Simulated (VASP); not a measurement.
Runs of VASP 6.6.1 on Tl. The structure is that of space group Im-3m (No. 229), or close to it. The cells are those of the table. This isn't the form of Tl at room conditions, which is hcp.

| cell | gap on the mesh (eV) | pressure (GPa) |
| --- | --- | --- |
| a = 3.490 Å, angles 109.5°, 1 atom | none | -1.0 |
| a = 3.422 Å, angles 109.5°, 1 atom | none | 0.5 |
| a = 3.467 Å, angles 109.5°, 1 atom | none | -0.6 |
| a = 3.445 Å, angles 109.5°, 1 atom | none | -0.1 |
| a = 3.374 Å, angles 109.5°, 1 atom | none | 1.8 |
| a = 3.512 Å, angles 109.5°, 1 atom | none | (a) |
| a = 3.398 Å, angles 109.5°, 1 atom | none | (b) |

Alike in all rows: task single point; level PBE; potentials or basis VASP PAW PBE potentials, release 64 (Tl_d); no spin polarisation; k mesh 13 × 13 × 13; cutoff (eV) 520; smearing fermi-dirac 0.0612256 eV.

**Question.** Fill in the values left out.

**Answer.** (a) -1.4; (b) 1.1.

Caveats: spin-orbit coupling is left out, which moves the levels of the heavy elements.

A k mesh can miss the band edges, and the runs leave out spin-orbit coupling on Tl.

A gap of «none» marks levels without a gap at the run's occupations.
